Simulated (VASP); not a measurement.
Write the native input for VASP 6.6.1 that does the following.

```
Task                   : single point
Functional             : PBEsol
Potentials or basis    : VASP PAW PBE potentials, release 64 (I, Ca_sv)
Cutoff                 : 520 eV
k mesh                 : 7 × 7 × 6
Occupations            : fermi-dirac, width 0.05 eV
Spin                   : no spin polarisation
Dipole correction      : no
Further INCAR settings : ALGO = Normal; EDIFF = 1e-06; NBANDS = 16
```

The structure of CaI lies in POSCAR:

```
CaI
1.0
    3.6160689948      0.0000000000      0.0000000000
   -1.8080344974      3.1316076113      0.0000000000
    0.0000000000      0.0000000000      4.0246694336
I Ca
1 1
Direct
    0.6666666667      0.3333333333      0.0000000000
    0.0000000000      0.0000000000      0.5000000000
```

These files were run (other wordings do the same):

INCAR

```
SYSTEM = CaI
PREC     = Accurate       ! precision mode
ENCUT    = 520            ! plane-wave cutoff, eV
EDIFF    = 1E-6           ! SCF threshold, eV
ISMEAR   = -1             ! smearing method
SIGMA    = 0.05           ! smearing width, eV
LREAL    = .False.        ! projectors in reciprocal space
LASPH    = .True.         ! aspherical terms in the spheres
NELM     = 100            ! most SCF steps
ALGO     = Normal         ! electronic algorithm
ISIF     = 2              ! what is computed and relaxed
LWAVE    = .False.        ! write WAVECAR
LCHARG   = .False.        ! write CHGCAR
GGA      = PS             ! functional
NBANDS   = 16             ! bands
```

KPOINTS

```
regular mesh
0
Gamma
  7 7 6
  0 0 0
```

Potentials or basis: VASP PAW PBE potentials, release 64 (I, Ca_sv).

Run with:

```sh
$ cat potpaw_PBE.64/I/POTCAR potpaw_PBE.64/Ca_sv/POTCAR > POTCAR
$ mpirun -np 1 vasp_std > vasp.out
```

Results of the run:

```
Pressure : 20.3 GPa
```

Caveat: the PAW data sets were made with another functional, which shifts forces and pressure a little; an odd number of electrons without spin polarisation forces a metal; a magnetic or distorted state may lie lower.

Run time: 15 s on 1 thread of Intel(R) Xeon(R) Platinum 8488C (Sapphire Rapids), with other jobs on the host, peak memory 0.17 GiB.
